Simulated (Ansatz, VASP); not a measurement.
# ZrO2 in VASP and in Ansatz

Contents of INCAR:

```
  ALGO = Normal
  EDIFF = 1E-6
  ENCUT = 600
  GGA = PE
  GGA_COMPAT = False
  ISIF = 2
  ISMEAR = -1
  LASPH = True
  LCHARG = False
  LREAL = False
  LWAVE = False
  NBANDS = 33
  NELM = 120
  PREC = Accurate
  SIGMA = 0.01
```

File KPOINTS:

```
k-points
0
Gamma
  6 6 4
```

POSCAR

```
ZrO2
1.0
    3.6208091386      0.0000000000      0.0000000000
    0.0000000000      3.6208091386      0.0000000000
    0.0000000000      0.0000000000      5.2841687464
Zr O
2 4
Direct
    0.0000000000      0.0000000000      0.0000000000
    0.5000000002      0.5000000002      0.5000000003
    0.0000000000      0.5000000002      0.3074858802
    0.0000000000      0.5000000002      0.8074858806
    0.5000000002      0.0000000000      0.6925141205
    0.5000000002      0.0000000000      0.1925141201
```

Input for Ansatz:

```yaml
crystal:
  lattice:
    - [3.6208091386, 0.0, 0.0]
    - [0.0, 3.6208091386, 0.0]
    - [0.0, 0.0, 5.2841687464]
  atoms:
    - { symbol: Zr, position: [0.0, 0.0, 0.0] }
    - { symbol: Zr, position: [0.5000000002, 0.5000000002, 0.5000000003] }
    - { symbol: O, position: [0.0, 0.5000000002, 0.3074858802] }
    - { symbol: O, position: [0.0, 0.5000000002, 0.8074858806] }
    - { symbol: O, position: [0.5000000002, 0.0, 0.6925141205] }
    - { symbol: O, position: [0.5000000002, 0.0, 0.1925141201] }
basis:
  ecutwfc: 420.0
  ecutrho_ratio: 4
  xc_grid: 2
  precision: f64
hamiltonian:
  pseudopotentials: { kind: paw, azcp: { folder: soft_1 } }
  xc: pbe
scf:
  max_iter: 100
  occupations: { method: fermi_dirac, width: 0.01 }
kpoints:
  mp_grid: { grid: [6, 6, 4] }
  band_path: { path: [VBM, CBM], npoints: 1 }
checkpoint:
  write: "../edges0.pbe0.run"
  compress: false
  write_wavefunctions: true
  write_every: 100000
```

Alike in both runs: task single point; functional PBE; k mesh 6 × 6 × 4; occupations fermi-dirac, width 0.01 eV; no spin polarisation.

|  | VASP | Ansatz |
| --- | --- | --- |
| version | VASP 6.6.1 | Ansatz 0.2.0 |
| potentials or method | VASP PAW PBE potentials, release 64 (Zr_sv, O), cutoff 600 eV | plane-wave PAW DFT |
| valence electrons in the cell | 48 | 48 |

```csv
,VASP,Ansatz,Ansatz less VASP
gap on the k mesh at the Fermi level (eV),4.05,4.06,+0.013
```
